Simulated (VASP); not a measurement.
MgO:

```
Mg O
1.0
     0.00000    2.13515    2.13515
     2.13515    0.00000    2.13515
     2.13515    2.13515    0.00000
Mg O
1 1
Direct
  0.00000 0.00000 0.00000
  0.50000 0.50000 0.50000
```

Program: VASP 6.6.1. Alike in all runs: no spin polarisation; cell as given; cutoff (eV) 520; smearing fermi-dirac 0.01 eV.

Order these runs on this cell by their pressure, lowest first.
A. level PBEsol; potentials or basis VASP PAW PBE potentials, release 64 (Mg, O); k mesh 11 × 11 × 11
B. level LDA; potentials or basis VASP PAW LDA potentials, release 64 (Mg, O); k mesh 11 × 11 × 11
C. level r2SCAN; potentials or basis VASP PAW PBE potentials, release 64 (Mg, O); k mesh 11 × 11 × 11
D. level PBE; potentials or basis VASP PAW PBE potentials, release 64 (Mg, O); k mesh 6 × 6 × 6

B (-13.2 GPa), C (-8.2 GPa), A (-6.3 GPa), D (-2.4 GPa).

Caveats: some runs use coarse meshes; the PAW data sets were made with another functional, which shifts forces and pressure a little (some runs).
